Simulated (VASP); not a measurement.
# TaMo2C3 (P-3m1) in VASP: notebook, part 2 of 2

VASP 6.6.1. Earlier steps stand in the parts before.

### Step 3. Single point, PBE

This run uses another cell than the first one, of 9.91 Å³/atom, 1.045 times its volume.

Input file INCAR:

```
ALGO = Normal
EDIFF = 1E-6
ENCUT = 600
GGA = PE
GGA_COMPAT = False
ISIF = 2
ISMEAR = -1
LASPH = True
LCHARG = False
LREAL = False
LWAVE = False
NBANDS = 34
NELM = 120
PREC = Accurate
SIGMA = 0.1
```

Input file KPOINTS:

```
k-points
0
Gamma
  9 9 3
```

Input file POSCAR:

```
TaMo2C3
1.0
    3.0312053490      0.0000000000      0.0000000000
   -1.5156026745      2.6251008846      0.0000000000
    0.0000000000      0.0000000000      7.4756250564
Ta Mo C
1 2 3
Direct
    0.0000000000      0.0000000000      0.0000000000
    0.3333333333      0.6666666667      0.6692300000
    0.6666666667      0.3333333333      0.3307700000
    0.0000000000      0.0000000000      0.5000000000
    0.3333333333      0.6666666667      0.1679210000
    0.6666666667      0.3333333333      0.8320790000
```

Potentials or basis: VASP PAW PBE potentials, release 64 (Ta_pv, Mo_sv, C).

Started as:

```sh
> cat potpaw_PBE.64/Ta_pv/POTCAR potpaw_PBE.64/Mo_sv/POTCAR potpaw_PBE.64/C/POTCAR > POTCAR
> mpirun -np 1 vasp_std > vasp.out
```

OUTCAR:

```text
EDIFF = 1E-6
   ENCUT = 600
   GGA = PE
   ISIF = 2
   ISMEAR = -1
   LASPH = True
   LREAL = False
   NELM = 120
   PREC = Accurate

 ion  position               nearest neighbor table
   1  0.000  0.000  0.000-   5 2.15   6 2.15   6 2.15   5 2.15   6 2.15   5 2.15   2 3.03   3 3.03
                             2 3.03   3 3.03   3 3.03   2 3.03
   2  0.333  0.667  0.669-   6 2.13   6 2.13   6 2.13   4 2.16   4 2.16   4 2.16   1 3.03   1 3.03
                             1 3.03   3 3.08   3 3.08   3 3.08
   3  0.667  0.333  0.331-   5 2.13   5 2.13   5 2.13   4 2.16   4 2.16   4 2.16   1 3.03   1 3.03
                             1 3.03   2 3.08   2 3.08   2 3.08
   4  0.000  0.000  0.500-   2 2.16   3 2.16   3 2.16   2 2.16   3 2.16   2 2.16
   5  0.333  0.667  0.168-   3 2.13   3 2.13   3 2.13   1 2.15   1 2.15   1 2.15
   6  0.667  0.333  0.832-   2 2.13   2 2.13   2 2.13   1 2.15   1 2.15   1 2.15

  LATTYP: Found a hexagonal cell.
 ALAT       =     3.0312053490
 C/A-ratio  =     2.4662219136

  Lattice vectors:

 A1 = (   3.0312053490,   0.0000000000,   0.0000000000)
 A2 = (  -1.5156026745,   2.6251008846,   0.0000000000)
 A3 = (   0.0000000000,   0.0000000000,   7.4756250564)

Analysis of symmetry for initial positions (statically):
=====================================================================
 Subroutine PRICEL returns:
 Original cell was already a primitive cell.

 Routine SETGRP: Setting up the symmetry group for a
 hexagonal supercell.

 Subroutine GETGRP returns: Found 12 space group operations
 (whereof 12 operations were pure point group operations)
 out of a pool of 24 trial point group operations.

The static configuration has the point symmetry D_3d.

Analysis of symmetry for dynamics (positions and initial velocities):
=====================================================================
 Subroutine PRICEL returns:
 Original cell was already a primitive cell.

[... 136 lines left out ...]
  volume/ion in A,a.u.               =       9.91        66.90
  Fermi-wavevector in a.u.,A,eV,Ry     =   1.555232  2.938963 32.909058  2.418748
  Thomas-Fermi vector in A             =   2.659203
   LORBIT       =      0    0 simple, 1 ext, 2 COOP (PROOUT), +10 PAW based schemes
   GGA     = PE    functional components
   LHFCALC =     F    Hartree Fock is set to
   AEXX    =    0.0000 exact exchange contribution
   IVDW    =     0    specifies the selected vdW correction
   LEPSILON=     F    determine dielectric tensor
   LRPA    =     F    only Hartree local field effects (RPA)
 non-spin polarized calculation
  energy-cutoff  :      600.00
  volume of cell :       59.49
 maximum number of plane-waves:      2040
   NGX = 13   NGY = 13   NGZ = 29

 number of electron      50.9999993 magnetization

 Free energy of the ion-electron system (eV)
  ---------------------------------------------------
  ext. energy  EPLUGINS =         0.00000000
  ---------------------------------------------------
  free energy    TOTEN  =       -61.49352885 eV

  energy without entropy =      -61.40983724  energy(sigma->0) =      -61.45168305

 E-fermi :  12.3445     XC(G=0): -13.8131

 val. band max:       12.3321400953   @ k =   0.3333   0.2222   0.0000
 cond. band min:      12.3744719552   @ k =   0.3333   0.0000   0.3333
 fundamental gap:      0.0423318599
 Fermi energy:        12.3445021069

 k-point     1 :       0.0000    0.0000    0.0000
  band No.  band energies     occupation
      1     -49.6904      2.00000
      2     -49.6451      2.00000
      3     -24.0669      2.00000
      4     -23.8493      2.00000
      5     -23.5593      2.00000
      6     -23.5593      2.00000
[... 877 lines left out ...]
     33      16.0472      0.00000
     34      17.1386      0.00000

 [... further k-points ...]

------------------------ aborting loop because EDIFF is reached ----------------------------------------

  FORCE on cell =-STRESS in cart. coord.  units (eV):
  Direction    XX          YY          ZZ          XY          YZ          ZX
  --------------------------------------------------------------------------------------
  -------------------------------------------------------------------------------------
  Total       10.9903183     10.9903187     10.9677706      0.0000000      0.0000000      0.0000000
  in kB      296.0138181    296.0138290    295.4065163      0.0000000      0.0000000      0.0000000
  external PRESSURE =     295.8113878 kB  Pullay stress =       0.0000000 kB

 VOLUME and BASIS-vectors are now :
 -----------------------------------------------------------------------------
  energy-cutoff  :      600.00
  volume of cell :       59.49
      direct lattice vectors                 reciprocal lattice vectors
     3.031205349  0.000000000  0.000000000     0.329901767  0.190468870  0.000000000
    -1.515602674  2.625100885  0.000000000     0.000000000  0.380937741  0.000000000
     0.000000000  0.000000000  7.475625056     0.000000000  0.000000000  0.133768079

 POSITION                                       TOTAL-FORCE (eV/Angst)
 -----------------------------------------------------------------------------------
      0.00000      0.00000      0.00000        -0.000000      0.000000      0.000000
     -0.00000      1.75007      5.00291         0.000000     -0.000000      0.019964
      1.51560      0.87503      2.47271         0.000000      0.000000     -0.019964
      0.00000      0.00000      3.73781        -0.000000      0.000000      0.000000
     -0.00000      1.75007      1.25531        -0.000000     -0.000000      0.231989
      1.51560      0.87503      6.22031        -0.000000      0.000000     -0.231989
 -----------------------------------------------------------------------------------
    total drift:                                0.000000     -0.000000     -0.000000

  FREE ENERGIE OF THE ION-ELECTRON SYSTEM (eV)
  ---------------------------------------------------
  free  energy   TOTEN  =       -61.4935288497 eV

  energy  without entropy=      -61.4098372432  energy(sigma->0) =      -61.45168305
```

Wall time 54 s (1 thread of Intel Xeon Platinum 8259CL at 2.50GHz (Skylake/Cascade Lake), shared host); peak memory 0.22 GiB.

What came out:

```yaml
Free_energy: -61.4935 eV
Pressure: 29.6 GPa
Largest_force: 0.232 eV/Å
```

Forces on the atoms (eV/Å):
```
Ta   0.000  0.000  0.000
Mo   0.000  0.000  0.020
Mo   0.000  0.000 -0.020
C    0.000  0.000  0.000
C    0.000  0.000  0.232
C    0.000  0.000 -0.232
```

Levels at points of the mesh, in eV from the Fermi level:
```csv
k point,band 22,band 23,band 24,band 25,band 26,band 27,band 28,band 29
"(0.00, 0.00, 0.00)",-2.35,-2.35,-0.65,-0.58,-0.58,-0.54,-0.54,-0.29
```

Caveat: spin-orbit coupling is left out, which moves the levels of the heavy elements.

### Step 4. Single point, PBE

This run uses another cell than the first one, of 10.35 Å³/atom, 1.091 times its volume.

Input file INCAR:

```
PREC     = Accurate       # precision mode
ENCUT    = 600            # plane-wave cutoff, eV
EDIFF    = 1E-6           # SCF threshold, eV
ISMEAR   = -1             # smearing method
SIGMA    = 0.1            # smearing width, eV
LREAL    = False          # projectors in reciprocal space
LASPH    = True           # aspherical terms in the spheres
NELM     = 120            # most SCF steps
ALGO     = Normal         # electronic algorithm
ISIF     = 2              # what is computed and relaxed
LWAVE    = False          # write WAVECAR
LCHARG   = True           # write CHGCAR
GGA      = PE             # functional
LELF     = True           # ELF
LVHAR    = True         
NBANDS   = 34             # bands
GGA_COMPAT= False
```

Input file KPOINTS:

```
Automatic mesh
0
Gamma
  9 9 3
```

POSCAR, as its differences from that of step 3:

```diff
@@ -2,5 +2,5 @@
 1.0
-    3.0312053490      0.0000000000      0.0000000000
-   -1.5156026745      2.6251008846      0.0000000000
-    0.0000000000      0.0000000000      7.4756250564
+    3.0745141338      0.0000000000      0.0000000000
+   -1.5372570669      2.6626073931      0.0000000000
+    0.0000000000      0.0000000000      7.5824341305
 Ta Mo C
```

Started as:

```sh
> cat potpaw_PBE.64/Ta_pv/POTCAR potpaw_PBE.64/Mo_sv/POTCAR potpaw_PBE.64/C/POTCAR > POTCAR
> mpirun -np 1 vasp_std > vasp.out
```

Run time: 82 s. Hardware: 1 thread of Intel Xeon Platinum 8259CL at 2.50GHz (Skylake/Cascade Lake), shared host; peak memory 0.26 GiB.

Results (log left out):

```
Free energy   : -61.8275 eV
Pressure      : 11.9 GPa
Largest force : 0.156 eV/Å
```

Forces in eV/Å, atoms in the order of the input:
```
Ta   0.000  0.000  0.000
Mo   0.000  0.000  0.071
Mo   0.000  0.000 -0.071
C    0.000  0.000  0.000
C    0.000  0.000  0.156
C    0.000  0.000 -0.156
```

Stress tensor (GPa, compression positive):
```
11.99  0.00  0.00
 0.00 11.99  0.00
 0.00  0.00 11.83
```

Levels at points of the mesh, in eV from the Fermi level:
| k point | band 21 | band 22 | band 23 | band 24 | band 25 | band 26 | band 27 | band 28 | band 29 | band 30 |
| --- | --- | --- | --- | --- | --- | --- | --- | --- | --- | --- |
| (0.00, 0.00, 0.00) | -2.25 | -2.21 | -2.21 | -0.58 | -0.51 | -0.51 | -0.51 | -0.51 | -0.28 | -0.28 |

Caveat: spin-orbit coupling is left out, which moves the levels of the heavy elements.

### Step 5. The runs side by side

| cell | gap on the mesh (eV) | pressure (GPa) | largest force (eV/Å) |
| --- | --- | --- | --- |
| a = 2.987, b = 2.987, c = 7.366 Å, angles 90.0, 90.0, 120.0°, 6 atoms | none | 51.5 | 0.32 |
| a = 3.031, b = 3.031, c = 7.476 Å, angles 90.0, 90.0, 120.0°, 6 atoms | none | 29.6 | 0.23 |
| a = 3.075, b = 3.075, c = 7.582 Å, angles 90.0, 90.0, 120.0°, 6 atoms | none | 11.9 | 0.16 |

Alike in all rows: task single point; level PBE; potentials or basis VASP PAW PBE potentials, release 64 (Ta_pv, Mo_sv, C); no spin polarisation; k mesh 9 × 9 × 3; cutoff (eV) 600; smearing fermi-dirac 0.1 eV.

Caveats: spin-orbit coupling is left out, which moves the levels of the heavy elements.

Absolute energies hang on the potentials; compare differences alone.
